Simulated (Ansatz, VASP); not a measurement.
One calculation of BaTiO3, two programs

File INCAR:

```
ALGO = Normal ; EDIFF = 1E-7
EDIFFG = -0.02 ; ENCUT = 520
GGA = PE ; IBRION = 2
ISIF = 2 ; ISMEAR = -1
LASPH = True ; LCHARG = False
LREAL = False ; LWAVE = False
NELM = 60 ; NSW = 80
PREC = Accurate ; SIGMA = 0.02
```

Contents of KPOINTS:

```
k-points
0
Gamma
  8 8 8
```

Contents of POSCAR:

```
BaTiO3
1.0
    4.0060000000      0.0000000000      0.0000000000
    0.0000000000      4.0060000000      0.0000000000
    0.0000000000      0.0000000000      3.9659400000
Ba Ti O
1 1 3
Direct
    0.5000000000      0.5000000000      0.5000000000
    0.0000000000      0.0000000000      0.0000000000
    0.5000000000      0.0000000000      0.0000000000
    0.0000000000      0.5000000000      0.0000000000
    0.0000000000      0.0000000000      0.5000000000
```

Input for Ansatz:

```yaml
crystal:
  lattice:
    - [4.006, 0.0, 0.0]
    - [0.0, 4.006, 0.0]
    - [0.0, 0.0, 3.96594]
  atoms:
    - { symbol: Ba, position: [0.5, 0.5, 0.5] }
    - { symbol: Ti, position: [0.0, 0.0, 0.0] }
    - { symbol: O, position: [0.5, 0.0, 0.0] }
    - { symbol: O, position: [0.0, 0.5, 0.0] }
    - { symbol: O, position: [0.0, 0.0, 0.5] }
kpoints:
  mp_grid: { grid: [8, 8, 8] }
scf:
  occupations: { method: fermi_dirac, width: 0.02 }
hamiltonian:
  xc: pbe
  pseudopotentials: { kind: paw }
output:
  forces: true
  stress: true
  populations: true
  efg:
    quadrupole_moments_barn: { Ba: 0.236, Ti: 0.247, O: -0.02558 }
    contact_densities: true
relax:
  f_tol: 0.02
  max_steps: 60
```

Change from the starting cell: z stretched by -1 %, ions relaxed.

Alike in both runs: task relaxation of the atoms; functional PBE; k mesh 8 × 8 × 8; occupations fermi-dirac, width 0.02 eV; no spin polarisation.

```csv
,VASP,Ansatz
version,VASP 6.6.1,Ansatz 0.2.0
potentials or method,"VASP PAW PBE potentials, release 64 (Ba_sv, Ti_sv, O)","plane-wave PAW, scalar-relativistic"
plane-wave cutoff (eV),520,420
valence electrons in the cell,40,40
```

|  | VASP | Ansatz | Ansatz less VASP |
| --- | --- | --- | --- |
| gap on the k mesh at the Fermi level, each at its own relaxed structure (eV) | 1.74 | 1.81 | +0.067 |

Ansatz's warnings: stress scf threshold loose.

Spin-orbit coupling is off throughout. Noted on VASP's run: the relaxation stopped at its first step, so nothing moved.
